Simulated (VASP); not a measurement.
Set up this calculation in VASP 6.6.1, as the native input.

```yaml
Task: single point
Functional: PBEsol
Potentials_or_basis: VASP PAW PBE potentials, release 64 (Si, C)
Cutoff: 600 eV
k_mesh: 10 × 10 × 10
Occupations: gaussian, width 0.05 eV
Spin: no spin polarisation
Dipole_correction: no
Further_INCAR_settings: ALGO = Normal; EDIFF = 1e-06; NBANDS = 11
```

The structure of SiC lies in POSCAR:

```
SiC
1.0
    0.0000000000      2.1239347058      2.1239347058
    2.1239347058      0.0000000000      2.1239347058
    2.1239347058      2.1239347058      0.0000000000
Si C
1 1
Direct
    0.0058896495     -0.0058896495      0.0058896495
    0.7362283902      0.7637716098      0.7362283902
```

This cell differs from its parent crystal: atoms displaced along a vibrational mode, the cell strained.

The input as run:

INCAR

```
SYSTEM = SiC
  ALGO = Normal
  EDIFF = 1E-6
  ENCUT = 600
  GGA = PS
  GGA_COMPAT = .False.
  ISIF = 2
  ISMEAR = 0
  LASPH = .True.
  LCHARG = .False.
  LREAL = .False.
  LWAVE = .False.
  NBANDS = 11
  NELM = 120
  PREC = Accurate
  SIGMA = 0.05
```

KPOINTS

```
k-points
0
Gamma
  10 10 10
  0 0 0
```

Potentials or basis: VASP PAW PBE potentials, release 64 (Si, C).

Launch:

```sh
$ cat potpaw_PBE.64/Si/POTCAR potpaw_PBE.64/C/POTCAR > POTCAR
$ mpirun -np 1 vasp_std > vasp.out
```

Results of the run:

* Pressure: 20.8 GPa
* Largest force: 1.885 eV/Å
* Band gap on the k mesh: 0.77 eV (least direct gap 4.32 eV)

Caveat: the cell differs from its parent crystal (atoms displaced along a vibrational mode, the cell strained); the cell stands under pressure; semilocal functionals underestimate gaps, and a narrow one can read as zero; the PAW data sets were made with another functional, which shifts forces and pressure a little.

Run time: 31 s on 1 thread of Intel Xeon 8259CL, on a shared host, peak memory 0.16 GiB.
